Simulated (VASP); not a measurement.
A run of VASP 6.6.1 is set up as follows.

File INCAR:

```
PREC = Accurate ; ENCUT = 520
EDIFF = 1E-7 ; ISMEAR = 1
SIGMA = 0.1 ; LREAL = False
LASPH = True ; NELM = 100
ALGO = Normal ; ISIF = 2
LWAVE = False ; LCHARG = False
GGA = PE ; NBANDS = 15
```

KPOINTS

```
Automatic mesh
0
Gamma
  13 13 10
```

Contents of POSCAR:

```
HfB2
1.0
    3.1400000000     -0.0392500000      0.0000000000
   -1.6039915000      2.7389450000      0.0000000000
    0.0000000000      0.0000000000      3.4800000000
Hf B
1 2
Direct
    0.0000000000      0.0000000000      0.0000000000
    0.3333333333      0.6666666667      0.5000000000
    0.6666666667      0.3333333333      0.5000000000
```

Potentials or basis: VASP PAW PBE potentials, release 64 (Hf_pv, B).

Run with:

```sh
$ cat potpaw_PBE.64/Hf_pv/POTCAR potpaw_PBE.64/B/POTCAR > POTCAR
$ mpirun -np 1 vasp_std > vasp.out
```

(1) Estimate the band gap on the k mesh.

(2) Predict the pressure.

## Answers

(1) zero (band 8 reaches 8.40 eV, above the bottom of band 9 at 7.29 eV).

(2) 1.1 GPa.

Caveat: spin-orbit coupling is left out, which moves the levels of the heavy elements.
